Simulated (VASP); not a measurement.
Here is a VASP 6.6.1 calculation.

INCAR

```
PREC     = Accurate       # precision mode
ENCUT    = 600            # plane-wave cutoff, eV
EDIFF    = 1E-6           # SCF threshold, eV
ISMEAR   = 0              # smearing method
SIGMA    = 0.05           # smearing width, eV
LREAL    = False          # projectors in reciprocal space
LASPH    = True           # aspherical terms in the spheres
NELM     = 120            # most SCF steps
ALGO     = Normal         # electronic algorithm
ISIF     = 2              # what is computed and relaxed
LWAVE    = False          # write WAVECAR
LCHARG   = False          # write CHGCAR
GGA      = PS             # functional
NBANDS   = 16             # bands
GGA_COMPAT= False
```

The input KPOINTS:

```
regular mesh
0
Gamma
  12 12 6
```

File POSCAR:

```
AlN
1.0
    3.1576671839      0.0000000000      0.0000000000
   -1.5788335919      2.7346199979      0.0000000000
    0.0000000000      0.0000000000      5.1273400000
Al N
2 2
Direct
    0.3333333333      0.6666666667      0.0000000000
    0.6666666667      0.3333333333      0.5000000000
    0.3333333333      0.6666666667      0.3850000000
    0.6666666667      0.3333333333      0.8850000000
```

Potentials or basis: VASP PAW PBE potentials, release 64 (Al, N).

Launch:

```bash
$ cat potpaw_PBE.64/Al/POTCAR potpaw_PBE.64/N/POTCAR > POTCAR
$ mpirun -np 1 vasp_std > vasp.out
```

**Question.** Predict the band gap on the k mesh.

**Answer.** 3.61 eV, direct.

**Question.** Predict the pressure.

**Answer.** -10.2 GPa.

Stress tensor (GPa, compression positive):
```
 -8.43   0.00   0.00
  0.00  -8.43   0.00
  0.00   0.00 -13.76
```

Caveat: the cell differs from its parent crystal (strain +0.015 along x and y, +0.030 along z); the PAW data sets were made with another functional, which shifts forces and pressure a little. A k mesh can miss the band edges.
